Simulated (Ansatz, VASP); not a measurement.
# LiNbO3: VASP beside Ansatz

```
Li Nb O
1.0
     2.57565    1.48705    4.62180
    -2.57565    1.48705    4.62180
     0.00000   -2.97410    4.62180
Li Nb O
2 2 6
Direct
  0.30182 0.30182 0.30182
  0.80182 0.80182 0.80182
  0.02008 0.02008 0.02008
  0.52008 0.52008 0.52008
  0.12879 0.38077 0.73975
  0.73975 0.12879 0.38077
  0.38077 0.73975 0.12879
  0.23975 0.88077 0.62879
  0.88077 0.62879 0.23975
  0.62879 0.23975 0.88077
```

Alike in both runs: functional r2SCAN; k mesh 5 × 5 × 5; no spin polarisation.

Ansatz relaxed the structure, and its values are those at the end. VASP's run is a single point on that final structure, the one shown.

```csv
,VASP,Ansatz
version,VASP 6.6.1,Ansatz 0.2.0
potentials or method,"VASP PAW PBE potentials, release 64 (Li_sv, Nb_sv, O)","scalar-relativistic, plane waves, PAW"
plane-wave cutoff (eV),520,500
occupations,"gaussian, width 0.01 eV",fixed
valence electrons in the cell,68,68
```

```csv
,VASP,Ansatz,Ansatz less VASP
gap on the k mesh at the Fermi level (eV),4.00,4.02,+0.013
least direct gap on the mesh (eV),4.06,4.07,+0.010
rms of the force components (eV/Å),0.022,0.000,-0.0215
```

VASP's potentials were made for PBE, not for r2SCAN. Ansatz's warnings: stress scf threshold loose.

Noted on VASP's run: the cutoff is short for stress, so the pressure is rough.
